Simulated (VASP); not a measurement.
Cd:

```
CELL_PARAMETERS angstrom
2.92224 0.00000 0.00000
0.00000 2.92224 0.00000
0.00000 0.00000 2.92224
ATOMIC_POSITIONS crystal
Cd 0.00000 0.00000 0.00000
```

```yaml
Program: VASP 6.6.1
Task: relaxation of cell and atoms
Functional: PBE
Potentials_or_basis: VASP PAW PBE potentials, release 64 (Cd)
Cutoff: 600 eV
k_mesh: 14 × 14 × 14
Occupations: fermi-dirac, width 0.08 eV
Spin: no spin polarisation
```

At the start: pressure 3.0 GPa; volume 24.95 Å³/atom.

How do energy, volume and symmetry change on relaxing?

Over 7 steps the energy falls by 18.0 meV/atom and the volume is 27.02 Å³/atom (+8.3 %); space group Pm-3m (No. 221, to 0.05 Å).

The path:
```
step  energy change (eV)  largest force (eV/Å)  pressure (GPa)  volume (Å³)
   1              0.0000                0.0000            3.04        24.95
   2             -0.0177                0.0000            0.37        26.71
   3             -0.0180                0.0000            0.04        27.04
   4             -0.0180                0.0000           -0.05        27.08
   5             -0.0180                0.0000           -0.04        27.05
   6             -0.0180                0.0000            0.09        26.96
   7             -0.0180                0.0000            0.02        27.02
```

Final structure:
```
Cd
1.0
     3.00085    0.00000    0.00000
     0.00000    3.00085    0.00000
     0.00000    0.00000    3.00085
Cd
1
Cartesian
  0.0000 0.0000 3.0009
```
